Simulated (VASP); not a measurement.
# Co (P6_3/mmc) in VASP: notebook

Co is run at these levels: PBE; tasks: single point.

Everything below comes from runs of VASP 6.6.1. Logs are shortened: lines on timing, memory, paths and dates and some standing lists are left out, and cuts for length are marked.

### Step 1. The cell of the first run

Symmetry: P6_3/mmc, No. 194, hexagonal system. Conventional cell: a = 2.507 Å, b = 2.507 Å, c = 4.070 Å, α = 90.00°, β = 90.00°, γ = 120.00°. Co (site symmetry -6m2) has 12 Co at 2.50 to 2.51 Å within 3.3 Å.

### Step 2. Single point, PBE

INCAR reads:

```
SYSTEM = Co
PREC = Accurate
ENCUT = 520
EDIFF = 1E-7
ISMEAR = -1
SIGMA = 0.08
LREAL = .FALSE.
LASPH = .TRUE.
NELM = 100
ALGO = Normal
ISIF = 2
LWAVE = .FALSE.
LCHARG = .FALSE.
GGA = PE
NBANDS = 16
```

KPOINTS reads:

```
regular mesh
0
G
  15 15 8
  0 0 0
```

POSCAR reads:

```
Co
1.0
    2.5074000000      0.0000000000      0.0000000000
   -1.2537000000      2.1714720974      0.0000000000
    0.0000000000      0.0000000000      4.0699000000
Co
2
Direct
    0.3333333333      0.6666666667      0.2500000000
    0.6666666667      0.3333333333      0.7500000000
```

Potentials or basis: VASP PAW PBE potentials, release 64 (Co).

The run is started by

```console
$ cat potpaw_PBE.64/Co/POTCAR > POTCAR
$ mpirun -np 1 vasp_std > vasp.out
```

OUTCAR:

```text
SYSTEM = Co
   PREC = Accurate
   ENCUT = 520
   EDIFF = 1E-7
   ISMEAR = -1
   LREAL = .FALSE.
   LASPH = .TRUE.
   NELM = 100
   ISIF = 2
   GGA = PE

 ion  position               nearest neighbor table
   1  0.333  0.667  0.250-   2 2.50   2 2.50   2 2.50   2 2.50   2 2.50   2 2.50
   2  0.667  0.333  0.750-   1 2.50   1 2.50   1 2.50   1 2.50   1 2.50   1 2.50

  LATTYP: Found a hexagonal cell.
 ALAT       =     2.5074000000
 C/A-ratio  =     1.6231554598

  Lattice vectors:

 A1 = (   2.5074000000,   0.0000000000,   0.0000000000)
 A2 = (  -1.2537000000,   2.1714720974,   0.0000000000)
 A3 = (   0.0000000000,   0.0000000000,   4.0699000000)

Analysis of symmetry for initial positions (statically):
=====================================================================
 Subroutine PRICEL returns:
 Original cell was already a primitive cell.

 Routine SETGRP: Setting up the symmetry group for a
 hexagonal supercell.

 Subroutine GETGRP returns: Found 24 space group operations
 (whereof 12 operations were pure point group operations)
 out of a pool of 24 trial point group operations.

The static configuration has the point symmetry D_3d.
 The point group associated with its full space group is D_6h.

Analysis of symmetry for dynamics (positions and initial velocities):
=====================================================================
 Subroutine PRICEL returns:
 Original cell was already a primitive cell.

 Routine SETGRP: Setting up the symmetry group for a
 hexagonal supercell.

 Subroutine GETGRP returns: Found 24 space group operations
 (whereof 12 operations were pure point group operations)
 out of a pool of 24 trial point group operations.

The dynamic configuration has the point symmetry D_3d.
 The point group associated with its full space group is D_6h.

 Subroutine INISYM returns: Found 24 space group operations
 (whereof 12 operations are pure point group operations),
 and found     1 'primitive' translations

----------------------------------------------------------------------------------------

                                     Primitive cell

  volume of cell :      22.1596

  direct lattice vectors                    reciprocal lattice vectors
     2.507400000  0.000000000  0.000000000     0.398819494  0.230258542  0.000000000
    -1.253700000  2.171472097  0.000000000     0.000000000  0.460517085  0.000000000
     0.000000000  0.000000000  4.069900000     0.000000000  0.000000000  0.245706283

  length of vectors
     2.507400000  2.507400000  4.069900000     0.460517085  0.460517085  0.245706283

  position of ions in fractional coordinates (direct lattice)
     0.333333333  0.666666667  0.250000000
     0.666666667  0.333333333  0.750000000

  ion indices of the primitive-cell ions
   primitive index   ion index
                 1           1
                 2           2

----------------------------------------------------------------------------------------

 KPOINTS: regular mesh

Automatic generation of k-mesh.
 Grid dimensions read from file:
 generate k-points for:   15   15    8

 Generating k-lattice:

  Cartesian coordinates                     Fractional coordinates (reciprocal lattice)
     0.026587966  0.015350569  0.000000000     0.066666667  0.000000000  0.000000000
     0.000000000  0.030701139  0.000000000     0.000000000  0.066666667  0.000000000
     0.000000000  0.000000000  0.030713285     0.000000000  0.000000000  0.125000000

  Length of vectors
     0.030701139  0.030701139  0.030713285

  Shift w.r.t. Gamma in fractional coordinates (k-lattice)
     0.000000000  0.000000000  0.000000000

 Subroutine IBZKPT returns following result:
 ===========================================

 Found    135 irreducible k-points:

 Following reciprocal coordinates:
            Coordinates               Weight
  0.000000  0.000000  0.000000      1.000000
  0.066667 -0.000000  0.000000      6.000000
  0.133333 -0.000000  0.000000      6.000000
  0.200000 -0.000000  0.000000      6.000000
  0.266667 -0.000000  0.000000      6.000000
  0.333333  0.000000  0.000000      6.000000
[... 16 lines left out ...]
  0.333333  0.200000  0.000000     12.000000
  0.400000  0.200000  0.000000      6.000000
 [... further k-points ...]
   k-points           NKPTS =    135   k-points in BZ     NKDIM =    135   number of bands    NBANDS=     16
   number of dos      NEDOS =    301   number of ions     NIONS =      2
   total plane-waves  NPLWV =  12000
   dimension x,y,z NGX =    20 NGY =   20 NGZ =   30
   dimension x,y,z NGXF=    40 NGYF=   40 NGZF=   60
   ions per type =               2
   NGX,Y,Z   is equivalent  to a cutoff of  13.26, 13.26, 12.25 a.u.
   NGXF,Y,Z  is equivalent  to a cutoff of  26.52, 26.52, 24.51 a.u.
 SYSTEM =  Co
   PREC   = accura    normal or accurate (medium, high low for compatibility)
   ISTART =      0    job   : 0-new  1-cont  2-samecut
   ICHARG =      2    charge: 1-file 2-atom 10-const
   ISPIN  =      1    spin polarized calculation?
   LNONCOLLINEAR =      F non collinear calculations
   LSORBIT =      F    spin-orbit coupling
   LASPH  =      T    aspherical Exc in radial PAW
   ENCUT  =  520.0 eV  38.22 Ry    6.18 a.u.   4.66  4.66  7.57*2*pi/ulx,y,z
   NELM   =    100;   NELMIN=  2; NELMDL= -5     # of ELM steps
   EDIFF  = 0.1E-06   stopping-criterion for ELM
   LREAL  =      F    real-space projection
   EDIFFG = 0.1E-05   stopping-criterion for IOM
   NSW    =      0    number of steps for IOM
   IBRION =     -1    ionic relax: 0-MD 1-quasi-New 2-CG
   NFREE  =      0    steps in history (QN), initial steepest desc. (CG)
   ISIF   =      2    stress and relaxation
   ISYM   =      2    0-nonsym 1-usesym 2-fastsym
   POTIM  = 0.5000    time-step for ionic-motion
   TEBEG  =    0.0;   TEEND  =   0.0 temperature during run
   PSTRESS=    0.0 pullay stress
   NELECT =      18.0000    total number of electrons
   NUPDOWN=      -1.0000    fix difference up-down
   EMIN   =  10.00;   EMAX   =-10.00  energy-range for DOS
   EFERMI =   0.00;   METHOD = LEGACY
   ISMEAR =    -1;   SIGMA  =   0.08  broadening in eV -4-tet -1-fermi 0-gaus
   EFERMI_NEDOS =   21; number of points for ismear=-14 and -15
   IALGO  =     38    algorithm
   IMIX   =      4    mixing-type and parameters
     AMIX     =   0.40;   BMIX     =  1.00
     AMIX_MAG =   1.60;   BMIX_MAG =  1.00
  volume/ion in A,a.u.               =      11.08        74.77
  Fermi-wavevector in a.u.,A,eV,Ry     =   1.527490  2.886538 31.745475  2.333227
  Thomas-Fermi vector in A             =   2.635379
   LORBIT       =      0    0 simple, 1 ext, 2 COOP (PROOUT), +10 PAW based schemes
   GGA     = PE    functional components
   LHFCALC =     F    Hartree Fock is set to
   AEXX    =    0.0000 exact exchange contribution
   IVDW    =     0    specifies the selected vdW correction
   LEPSILON=     F    determine dielectric tensor
   LRPA    =     F    only Hartree local field effects (RPA)
 non-spin polarized calculation
  energy-cutoff  :      520.00
  volume of cell :       22.16
 maximum number of plane-waves:       612
 NGX is ok and might be reduce to    20
   NGX =  9   NGY =  9   NGZ = 15

 number of electron      18.0000002 magnetization

 Free energy of the ion-electron system (eV)
  ---------------------------------------------------
  ext. energy  EPLUGINS =         0.00000000
  ---------------------------------------------------
  free energy    TOTEN  =       -13.62159578 eV

  energy without entropy =      -13.49316933  energy(sigma->0) =      -13.55738255

 E-fermi :   9.8356     XC(G=0): -13.2976

 val. band max:        9.8320222921   @ k =   0.2667  -0.0000   0.3750
 cond. band min:       9.8359163834   @ k =   0.2667   0.1333   0.1250
 fundamental gap:      0.0038940913
 Fermi energy:         9.8355581782

 k-point     1 :       0.0000    0.0000    0.0000
  band No.  band energies     occupation
      1       1.1625      2.00000
      2       5.3608      2.00000
      3       8.0879      2.00000
      4       8.1457      2.00000
      5       8.1457      2.00000
      6       8.4645      2.00000
[... 8 lines left out ...]
     15      34.3423      0.00000
     16      34.3423      0.00000

 k-point     2 :       0.0667   -0.0000    0.0000
  band No.  band energies     occupation
      1       1.3167      2.00000
      2       5.4597      2.00000
      3       7.9395      2.00000
      4       8.2196      2.00000
      5       8.2697      2.00000
      6       8.4261      2.00000
[... 8 lines left out ...]
     15      32.4735      0.00000
     16      32.7408      0.00000

 k-point     3 :       0.1333   -0.0000    0.0000
  band No.  band energies     occupation
      1       1.7703      2.00000
      2       5.7279      2.00000
      3       7.7188      2.00000
      4       8.0835      2.00000
      5       8.2850      2.00000
      6       8.4332      2.00000
[... 8 lines left out ...]
     15      30.7896      0.00000
     16      31.6230      0.00000

 k-point     4 :       0.2000   -0.0000    0.0000
  band No.  band energies     occupation
      1       2.4923      2.00000
      2       6.0637      2.00000
      3       7.4410      2.00000
      4       7.4929      2.00000
      5       8.1547      2.00000
      6       8.5001      2.00000
[... 8 lines left out ...]
     15      29.0044      0.00000
     16      30.8896      0.00000
[... 324 lines left out ...]
 k-point    22 :       0.2667    0.2000    0.0000
  band No.  band energies     occupation
      1       5.5626      2.00000
      2       6.4261      2.00000
      3       6.5646      2.00000
      4       6.8985      2.00000
      5       7.7953      2.00000
      6       8.2804      2.00000
[... 8 lines left out ...]
     15      20.5750      0.00000
     16      26.3778      0.00000

 k-point    23 :       0.3333    0.2000    0.0000
  band No.  band energies     occupation
      1       6.0982      2.00000
      2       6.3248      2.00000
      3       6.4164      2.00000
      4       7.0871      2.00000
      5       7.7898      2.00000
      6       8.1031      2.00000
[... 8 lines left out ...]
     15      20.7122      0.00000
     16      24.3734      0.00000

 k-point    24 :       0.4000    0.2000    0.0000
  band No.  band energies     occupation
      1       6.2460      2.00000
      2       6.2915      2.00000
      3       6.3581      2.00000
      4       7.2086      2.00000
      5       7.8202      2.00000
      6       8.0076      2.00000
[... 8 lines left out ...]
     15      21.2113      0.00000
     16      23.1820      0.00000

 [... further k-points ...]
[... 5 lines left out ...]
  --------------------------------------------------------------------------------------
  -------------------------------------------------------------------------------------
  Total       -1.9759807     -1.9759807     -2.2641020     -0.0000000     -0.0000000      0.0000000
  in kB     -142.8669129   -142.8669129   -163.6985940     -0.0000000     -0.0000000      0.0000000
  external PRESSURE =    -149.8108066 kB  Pullay stress =       0.0000000 kB

 VOLUME and BASIS-vectors are now :
 -----------------------------------------------------------------------------
  energy-cutoff  :      520.00
  volume of cell :       22.16
      direct lattice vectors                 reciprocal lattice vectors
     2.507400000  0.000000000  0.000000000     0.398819494  0.230258542  0.000000000
    -1.253700000  2.171472097  0.000000000     0.000000000  0.460517085  0.000000000
     0.000000000  0.000000000  4.069900000     0.000000000  0.000000000  0.245706283

 POSITION                                       TOTAL-FORCE (eV/Angst)
 -----------------------------------------------------------------------------------
     -0.00000      1.44765      1.01747         0.000000      0.000000      0.000000
      1.25370      0.72382      3.05242        -0.000000      0.000000      0.000000
 -----------------------------------------------------------------------------------
    total drift:                                0.000000      0.000000     -0.000000

  FREE ENERGIE OF THE ION-ELECTRON SYSTEM (eV)
  ---------------------------------------------------
  free  energy   TOTEN  =       -13.6215957841 eV

  energy  without entropy=      -13.4931693251  energy(sigma->0) =      -13.55738255
```

Run time: 30 s. Hardware: 1 thread of Intel Xeon 6975P-C, shared host; peak memory 0.16 GiB.

Results:

```yaml
Free_energy: -13.6216 eV
Pressure: -15.0 GPa
Band_gap_on_the_k_mesh: zero (band 9 reaches 10.16 eV, above the bottom of band 10 at 8.78 eV)
```

Levels at points of the mesh, in eV from the Fermi level:
```
           k point  band 6  band 7  band 8  band 9  band 10  band 11  band 12  band 13
(0.00, 0.00, 0.00)   -1.37   -1.37   -1.00   -1.00    -0.02     0.10     0.10     6.67
(0.00, 0.00, 0.50)   -1.75   -1.75   -1.75   -0.21    -0.21    -0.21    -0.21    14.97
```

Caveat: the run has no spin polarisation, though such a crystal can be magnetic.

### Step 3. Single point, PBE (volume scaled by 1.04)

INCAR reads:

```
  PREC = Accurate
  ENCUT = 520
  EDIFF = 1E-6
  ISMEAR = -1
  SIGMA = 0.08
  LREAL = F
  LASPH = T
  NELM = 80
  ALGO = Normal
  ISIF = 2
  LWAVE = F
  LCHARG = T
  GGA = PE
  LELF = T
  LVHAR = T
  NBANDS = 16
```

KPOINTS reads:

```
Automatic mesh
0
Gamma
  15 15 8
```

POSCAR reads:

```
Co
1.0
    2.5403958891      0.0000000000      0.0000000000
   -1.2701979446      2.2000473756      0.0000000000
    0.0000000000      0.0000000000      4.1234574576
Co
2
Direct
    0.3333333333      0.6666666667      0.2500000000
    0.6666666667      0.3333333333      0.7500000000
```

Potentials or basis: VASP PAW PBE potentials, release 64 (Co).

The run is started by

```console
$ cat potpaw_PBE.64/Co/POTCAR > POTCAR
$ mpirun -np 1 vasp_std > vasp.out
```

Wall time 29 s (1 thread of Intel Xeon 6975P-C, shared host); peak memory 0.17 GiB.

The run converged. Its results:

```
Free energy            : -13.5211 eV
Pressure               : -21.1 GPa
Band gap on the k mesh : zero (band 9 reaches 9.58 eV, above the bottom of band 10 at 8.28 eV)
```

Stress tensor (GPa, compression positive):
```
-20.40   0.00   0.00
  0.00 -20.40   0.00
  0.00   0.00 -22.42
```

Levels at points of the mesh, in eV from the Fermi level:
| k point | band 6 | band 7 | band 8 | band 9 | band 10 | band 11 | band 12 | band 13 |
| --- | --- | --- | --- | --- | --- | --- | --- | --- |
| (0.00, 0.00, 0.00) | -1.29 | -1.29 | -0.94 | -0.94 | 0.03 | 0.10 | 0.10 | 6.37 |
| (0.00, 0.00, 0.50) | -1.65 | -1.65 | -1.65 | -0.20 | -0.20 | -0.20 | -0.20 | 14.56 |

Caveat: the run has no spin polarisation, though such a crystal can be magnetic.
